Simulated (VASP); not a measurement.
The system is NaF (Villiaumite).

```
Na F
1.0
     2.32000    2.32000    0.00000
    -2.32000    2.32000    0.00000
     0.00000    2.32000    2.32000
Na F
1 1
Direct
  0.00000 0.00000 0.00000
  0.50000 0.50000 0.00000
```

- Program: VASP 6.6.1
- Task: relaxation of cell and atoms
- Functional: r2SCAN
- Potentials or basis: VASP PAW PBE potentials, release 64 (Na_pv, F)
- Cutoff: 600 eV
- k mesh: 12 × 12 × 12
- Occupations: fermi-dirac, width 0.05 eV
- Spin: no spin polarisation

At the start: pressure -2.3 GPa; volume 12.49 Å³/atom.

Question: Where does the relaxation end?

Answer: Over 5 steps the energy falls by 4.4 meV/atom and the volume is 11.95 Å³/atom (-4.3 %); space group Fm-3m (No. 225, to 0.05 Å).

The path:
```tsv
step	energy change (eV)	largest force (eV/Å)	pressure (GPa)	volume (Å³)
1	0.0000	0.0000	-2.25	24.97
2	-0.0069	0.0000	-1.01	24.35
3	-0.0083	0.0000	-0.44	24.09
4	-0.0082	0.0000	0.79	23.57
5	-0.0087	0.0000	-0.01	23.90
```

Final structure:
```
Na F
1.0
     2.28619    2.28619    0.00000
    -2.28619    2.28619    0.00000
     0.00000    2.28619    2.28619
Na F
1 1
Direct
  0.00000 0.00000 0.00000
  0.50000 0.50000 0.00000
```

Caveat: the PAW data sets were made with another functional, which shifts forces and pressure a little.
